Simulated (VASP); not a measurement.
Wanted: the native input for a VASP 6.6.1 run.

- Task: single point
- Functional: PBEsol
- Potentials or basis: VASP PAW PBE potentials, release 64 (Ru_pv)
- Cutoff: 520 eV
- k mesh: 21 × 21 × 12
- Occupations: gaussian, width 0.15 eV
- Spin: no spin polarisation
- Dipole correction: no
- Further INCAR settings: ALGO = Fast; EDIFF = 1e-06; NBANDS = 21

The structure of Ru lies in POSCAR:

```
Ru
1.0
    2.6464944198      0.0000000000      0.0000000000
   -1.3232472099      2.2919313985      0.0000000000
    0.0000000000      0.0000000000      4.2518579348
Ru
2
Direct
    0.3333333333      0.6666666667      0.2500000000
    0.6666666667      0.3333333333      0.7500000000
```

This cell differs from its parent crystal: volume 12.895 Å^3 an atom, c/a of the conventional cell 1.6066.

One way to write it, as run:

INCAR

```
PREC     = Accurate       # precision mode
ENCUT    = 520            # plane-wave cutoff, eV
EDIFF    = 1E-6           # SCF threshold, eV
ISMEAR   = 0              # smearing method
SIGMA    = 0.15           # smearing width, eV
LREAL    = F              # projectors in reciprocal space
LASPH    = T              # aspherical terms in the spheres
NELM     = 100            # most SCF steps
ALGO     = Fast           # electronic algorithm
ISIF     = 2              # what is computed and relaxed
LWAVE    = F              # write WAVECAR
LCHARG   = F              # write CHGCAR
GGA      = PS             # functional
NBANDS   = 21             # bands
```

KPOINTS

```
regular mesh
0
Gamma
  21 21 12
```

Potentials or basis: VASP PAW PBE potentials, release 64 (Ru_pv).

Command:

```bash
$ cat potpaw_PBE.64/Ru_pv/POTCAR > POTCAR
$ mpirun -np 1 vasp_std > vasp.out
```

Results of the run:

The pressure is 12.1 GPa and the band gap on the k mesh is zero (band 14 reaches 15.39 eV, above the bottom of band 15 at 12.05 eV).

Caveat: the PAW data sets were made with another functional, which shifts forces and pressure a little.

Run time: 63 s on 1 thread of AMD EPYC 9R45 96-Core Processor (Zen 5) (shared host), peak memory 0.22 GiB.
